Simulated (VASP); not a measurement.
Write the native input for VASP 6.6.1 that does the following.

| Quantity | Value |
| --- | --- |
| Task | single point |
| Functional | PBE |
| Potentials or basis | VASP PAW PBE potentials, release 64 (Cd, O) |
| Cutoff | 600 eV |
| k mesh | 7 × 7 × 7 |
| Occupations | fermi-dirac, width 0.1 eV |
| Spin | no spin polarisation |
| Dipole correction | no |
| Further INCAR settings | ALGO = Normal; EDIFF = 1e-06; NBANDS = 16 |

The structure of CdO (Monteponite) lies in POSCAR:

```
CdO
1.0
    0.0000000000      2.2892296397      2.2892296397
    2.2892296397      0.0000000000      2.2892296397
    2.2892296397      2.2892296397      0.0000000000
Cd O
1 1
Direct
    0.0000000000      0.0000000000      0.0000000000
    0.5000000000      0.5000000000      0.5000000000
```

One way to write it, as run:

INCAR

```
SYSTEM = CdO
ALGO = Normal ; EDIFF = 1E-6
ENCUT = 600 ; GGA = PE
GGA_COMPAT = .False. ; ISIF = 2
ISMEAR = -1 ; LASPH = .True.
LCHARG = .True. ; LELF = .True.
LREAL = .False. ; LVHAR = .True.
LWAVE = .False. ; NBANDS = 16
NELM = 120 ; PREC = Accurate
SIGMA = 0.1
```

KPOINTS

```
k-points
0
Gamma
  7 7 7
  0 0 0
```

Potentials or basis: VASP PAW PBE potentials, release 64 (Cd, O).

Launch:

```sh
$ cat potpaw_PBE.64/Cd/POTCAR potpaw_PBE.64/O/POTCAR > POTCAR
$ mpirun -np 1 vasp_std > vasp.out
```

It gave:

| Property | Result |
| --- | --- |
| Pressure | 22.5 GPa |
| Band gap on the k mesh | zero (band 9 reaches 2.75 eV, above the bottom of band 10 at 2.55 eV) |

Wall time 6.4 s on 1 thread of Intel(R) Xeon(R) 6975P-C (Granite Rapids) (shared host), peak memory 0.16 GiB.
